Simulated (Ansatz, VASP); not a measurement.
## NaCl in VASP and in Ansatz

```
Cl Na
1.0
     3.47868    0.00000    0.00000
     0.00000    3.47868    0.00000
     0.00000    0.00000    3.47868
Cl Na
1 1
Cartesian
  1.7393 1.7393 1.7393
  0.0000 0.0000 0.0000
```

Alike in both runs: task single point; functional HSE06; k mesh 4 × 4 × 4; occupations fermi-dirac, width 0.05 eV; no spin polarisation.

|  | VASP | Ansatz |
| --- | --- | --- |
| version | VASP 6.6.1 | Ansatz 0.2.0 |
| potentials or method | VASP PAW PBE potentials, release 64 (Cl, Na_pv) | Ansatz PAW |
| plane-wave cutoff (eV) | 520 | 420 |
| valence electrons in the cell | 14 | 16 |

VASP gave:

```
gap on the k mesh at the Fermi level (eV) : 5.36
least direct gap on the mesh (eV)         : 5.91
pressure (GPa)                            : 0.2
```

Question: Estimate Ansatz's values.

Answer: gap on the k mesh at the Fermi level (eV): 5.37; least direct gap on the mesh (eV): 5.92; pressure (GPa): 0.2.

The functional is the same, so the differences come from potentials, cutoffs and numerics. VASP's potentials hold 14 valence electrons a cell and Ansatz's 16, so a difference there can come from the potentials and not from the codes.

The k mesh is coarse, so the values compare programs but aren't converged.
